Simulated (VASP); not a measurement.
Here is a VASP 6.6.1 calculation.

File INCAR:

```
ALGO     = Normal         # electronic algorithm
EDIFF    = 1E-6           # SCF threshold, eV
ENCUT    = 520            # plane-wave cutoff, eV
ISIF     = 2              # what is computed and relaxed
ISMEAR   = 0              # smearing method
LASPH    = T              # aspherical terms in the spheres
LCHARG   = F              # write CHGCAR
LREAL    = F              # projectors in reciprocal space
LWAVE    = F              # write WAVECAR
NBANDS   = 11             # bands
NELM     = 100            # most SCF steps
PREC     = Accurate       # precision mode
SIGMA    = 0.01           # smearing width, eV
```

Contents of KPOINTS:

```
k-points
0
Gamma
  12 12 12
```

The input POSCAR:

```
C
1.0
    1.7747032273      1.7747032273      0.0000000000
   -1.7747032273      1.7747032273      0.0000000000
    0.0000000000      1.7747032273      1.7634417353
C
2
Direct
    0.5000000000      0.5000000000      0.0000000000
    0.7500000000      0.2500000000      0.5000000000
```

Potentials or basis: VASP PAW LDA potentials, release 64 (C).

Command:

```sh
$ cat potpaw_LDA.64/C/POTCAR > POTCAR
$ mpirun -np 1 vasp_std > vasp.out
```

(1) Predict the pressure.

(2) Predict the band gap on the k mesh.

Answers

(1) -2.4 GPa.

(2) 4.01 eV, indirect (least direct gap 5.49 eV).

Caveat: the cell differs from its parent crystal (film at in-plane strain +0.005).
